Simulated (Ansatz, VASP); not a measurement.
**Mg6O7: VASP beside Ansatz**

```
CELL_PARAMETERS angstrom
2.97283 0.00000 0.00000
-1.48642 2.57455 0.00000
0.00000 0.00000 29.56384
ATOMIC_POSITIONS crystal
O 0.33333 0.66667 0.25369
O 0.00000 0.00000 0.33579
O 0.66667 0.33333 0.41790
O 0.33333 0.66667 0.50000
O 0.00000 0.00000 0.58210
O 0.66667 0.33333 0.66421
O 0.33333 0.66667 0.74631
Mg 0.66667 0.33333 0.29474
Mg 0.33333 0.66667 0.37684
Mg 0.00000 0.00000 0.45895
Mg 0.66667 0.33333 0.54105
Mg 0.33333 0.66667 0.62316
Mg 0.00000 0.00000 0.70526
```

Alike in both runs: task single point; functional r2SCAN; k mesh 9 × 9 × 1; occupations gaussian, width 0.05 eV; no spin polarisation.

```csv
,VASP,Ansatz
version,VASP 6.6.1,Ansatz 0.2.0
potentials or method,"VASP PAW PBE potentials, release 64 (O, Mg), cutoff 520 eV","scalar-relativistic, plane waves, PAW"
valence electrons in the cell,54,102
```

```csv
,VASP,Ansatz,Ansatz less VASP
gap on the k mesh at the Fermi level (eV),none,none,-
rms of the force components (eV/Å),0.304,0.298,-0.0057
```

VASP's potentials were made for PBE, not for r2SCAN. A gap of «none» marks a metal or a gap that the smearing closes. With one functional, cell and mesh, what is left measures potentials, basis and numerics. VASP's potentials hold 54 valence electrons a cell and Ansatz's 102, so a difference there can come from the potentials and not from the codes. Ansatz's warnings: xc potential rough in thin density.
